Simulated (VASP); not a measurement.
GaN:

```
Ga N
1.0
     3.08765    0.00000    0.00000
    -1.54383    2.67399    0.00000
     0.00000    0.00000    5.02812
Ga N
2 2
Cartesian
  0.0000 1.7827 -0.0039
  1.5438 0.8913 2.5102
  0.0000 1.7827 1.8894
  1.5438 0.8913 4.4035
```

This cell differs from its parent crystal: strain -3.0%.

Base run:

| Item | Value |
| --- | --- |
| Program | VASP 6.6.1 |
| Functional | r2SCAN |
| Potentials or basis | VASP PAW PBE potentials, release 64 (Ga_d, N) |
| Cutoff | 520 eV |
| k mesh | 12 × 12 × 6 |
| Occupations | gaussian, width 0.01 eV |
| Spin | no spin polarisation |

Its results: band gap on the k mesh 2.98 eV; pressure 23.3 GPa.

Task: The run is repeated on the same cell with these changes: functional from r2SCAN to PBE; occupations from gaussian, width 0.01 eV to fermi-dirac, width 0.02 eV. What comes out?

Result: Band gap on the k mesh 2.56 eV; pressure 28.2 GPa.

Caveats: the cell stands under pressure; the PAW data sets were made with another functional, which shifts forces and pressure a little (at least some runs).

